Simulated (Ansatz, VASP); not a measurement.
# La4ZrO in VASP and in Ansatz

```xyz
6
Lattice="5.9992 0.0000 0.0000 -2.9996 5.1955 0.0000 0.0000 0.0000 4.7259" Properties=species:S:1:pos:R:3 pbc="T T T"
La    2.9996    1.7318    0.0000
La   -1.4794    2.6095    2.3630
La    1.4794    2.6095    2.3630
La    0.0000    5.1719    2.3630
Zr    0.0000    3.4636    0.0000
O     0.0000    0.0000    0.0000
```

Change from the starting cell: species swapped into the EuAlAg4 type (P-6m2, No. 187).

Alike in both runs: task single point; functional PBE; k mesh 3 × 3 × 4; occupations gaussian, width 0.1 eV; no spin polarisation.

```csv
,VASP,Ansatz
version,VASP 6.6.1,Ansatz 0.2.0
potentials or method,"VASP PAW PBE potentials, release 64 (La, Zr_sv, O), cutoff 520 eV","scalar-relativistic, plane waves, PAW"
valence electrons in the cell,62,62
```

```csv
,VASP,Ansatz,Ansatz less VASP
gap on the k mesh at the Fermi level (eV),none,none,-
pressure (GPa),12.5,12.5,+0.01
"traceless stress, the component that is largest in VASP (GPa)",4.48,4.48,+0.002
rms of the force components (eV/Å),0.097,0.098,+0.0016
```

Atom by atom the forces differ by 0.002 eV/Å (rms over components). A gap of «none» marks a metal or a gap that the smearing closes.

The k mesh is coarse, so the values compare programs but aren't converged. Spin-orbit coupling is off throughout.
